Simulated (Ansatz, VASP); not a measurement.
## Two plane-wave programs on Al

```
Al
1.0
    -1.59437    1.59437    1.59437
     1.59437   -1.59437    1.59437
     1.59437    1.59437   -1.59437
Al
1
Direct
  0.00000 0.00000 0.00000
```

Alike in both runs: task single point; functional r2SCAN; k mesh 14 × 14 × 14; occupations gaussian, width 0.15 eV; no spin polarisation.

```csv
,VASP,Ansatz
version,VASP 6.6.1,Ansatz 0.2.0
potentials or method,"VASP PAW PBE potentials, release 64 (Al), cutoff 520 eV","scalar-relativistic, plane waves, PAW"
valence electrons in the cell,3,3
```

VASP gave:

```
gap on the k mesh at the Fermi level (eV) : none
pressure (GPa)                            : -0.1
```

Problem. What did Ansatz give for the same quantities?

Solution. gap on the k mesh at the Fermi level (eV): none; pressure (GPa): 0.2.

VASP's potentials were made for PBE, not for r2SCAN. A gap of «none» marks a metal or a gap that the smearing closes.
